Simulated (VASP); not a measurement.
Runs of VASP 6.6.1 on Si. The structure is that of space group Fm-3m (No. 225), or close to it. The cells are those of the table. 

| task | level | potentials or basis | cell | cutoff (eV) | gap on the mesh (eV) | pressure (GPa) | relaxed volume (Å³/atom) |
| --- | --- | --- | --- | --- | --- | --- | --- |
| relaxation of cell and atoms | PBE+D4 | VASP PAW PBE potentials, release 64 (Si) | relaxed from a = 2.362 Å, angles 60.0°, 1 atom | 600 | none | 0.0 | (a) |
| relaxation of cell and atoms | revPBE+D3(BJ) | VASP PAW PBE potentials, release 64 (Si) | relaxed from a = 2.362 Å, angles 60.0°, 1 atom | 600 | none | 0.0 | 12.99 |
| single point | RPBE | VASP PAW PBE potentials, release 64 (Si) | a = 2.749 Å, angles 60.0°, 1 atom | 520 | none | -0.4 | - |
| single point | revPBE+D3(BJ) | VASP PAW PBE potentials, release 64 (Si) | a = 2.643 Å, angles 60.0°, 1 atom | 520 | none | (b) | - |
| relaxation of cell and atoms | LDA | VASP PAW LDA potentials, release 64 (Si) | relaxed from a = 2.362 Å, angles 60.0°, 1 atom | 600 | none | 0.0 | 13.95 |

Alike in all rows: no spin polarisation; k mesh 17 × 17 × 17; smearing fermi-dirac 0.15 eV.

Problem. Fill in the values left out.

Solution. (a) 13.73; (b) -0.5.

Caveats: the volume moved by over 15 % at a fixed basis, so the end points are rough (some runs); pairwise dispersion overbinds metals, which lowers pressure and volume (some runs); the PAW data sets were made with another functional, which shifts forces and pressure a little (some runs); the volume moved by +47 % from the deposited cell, more than functionals usually miss (some runs); the volume moved by +39 % from the deposited cell, more than functionals usually miss (some runs); the volume moved by +50 % from the deposited cell, more than functionals usually miss (some runs).

A gap of «none» marks levels without a gap at the run's occupations.
